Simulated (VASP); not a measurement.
NiMoIrPdW, 5 atoms in the cell. The structure is monoclinic, space group Cm (No. 8). The conventional cell has a = 4.689 Å, b = 2.863 Å, c = 11.144 Å, α = 90.00°, β = 101.20°, γ = 90.00°. Ni (site symmetry m) has 3 Ir at 2.59 to 2.61 Å and 3 Pd at 2.67 to 2.68 Å and 6 Ni at 2.75 to 2.86 Å within 3.4 Å. Mo (site symmetry m) has 3 Ir at 2.68 Å and 6 Mo at 2.75 to 2.86 Å and 4 W at 2.78 to 3.44 Å within 3.5 Å. Within 3.5 Å of Pd (site symmetry m) lie 3 Ni at 2.67 to 2.68 Å and 3 W at 2.74 to 2.75 Å and 6 Pd at 2.75 to 2.86 Å. Within 3.4 Å of Ir (site symmetry m) lie 3 Ni at 2.59 to 2.61 Å and 3 Mo at 2.68 Å and 6 Ir at 2.75 to 2.86 Å. Within 3.6 Å of W (site symmetry m) lie 3 Pd at 2.74 to 2.75 Å and 6 W at 2.75 to 2.86 Å and 4 Mo at 2.78 to 3.44 Å. 

```yaml
Program: VASP 6.6.1
Task: relaxation of cell and atoms
Functional: PBEsol
Potentials_or_basis: VASP PAW PBE potentials, release 64 (Ni, Mo_sv, Pd, Ir, W_sv)
Cutoff: 600 eV
k_mesh: 8 × 8 × 2
Occupations: fermi-dirac, width 0.05 eV
Spin: collinear spin, ferromagnetic start
Starting_moments: "[1.0, 1.0, 0.0, 0.6, 0.0] μB"
Dipole_correction: no
Further_INCAR_settings: ALGO = Fast; EDIFF = 1e-07; IBRION = 2; EDIFFG = -0.01; NSW = 60; ISIF = 3
```

Potentials or basis: VASP PAW PBE potentials, release 64 (Ni, Mo_sv, Pd, Ir, W_sv).

Launch:

```sh
$ cat potpaw_PBE.64/Ni/POTCAR potpaw_PBE.64/Mo_sv/POTCAR potpaw_PBE.64/Pd/POTCAR potpaw_PBE.64/Ir/POTCAR potpaw_PBE.64/W_sv/POTCAR > POTCAR
$ mpirun -np 1 vasp_std > vasp.out
```

Hardware: 1 thread of Oxide Virtual Turin-like Processor, with other jobs on the host.

Question: How long does it take, and how much memory?

Answer: Run time: 2.1 h on 1 thread of Oxide Virtual Turin-like Processor (shared host), peak memory 0.43 GiB. Counts: scf iterations 270, k points 42, ion steps 24.
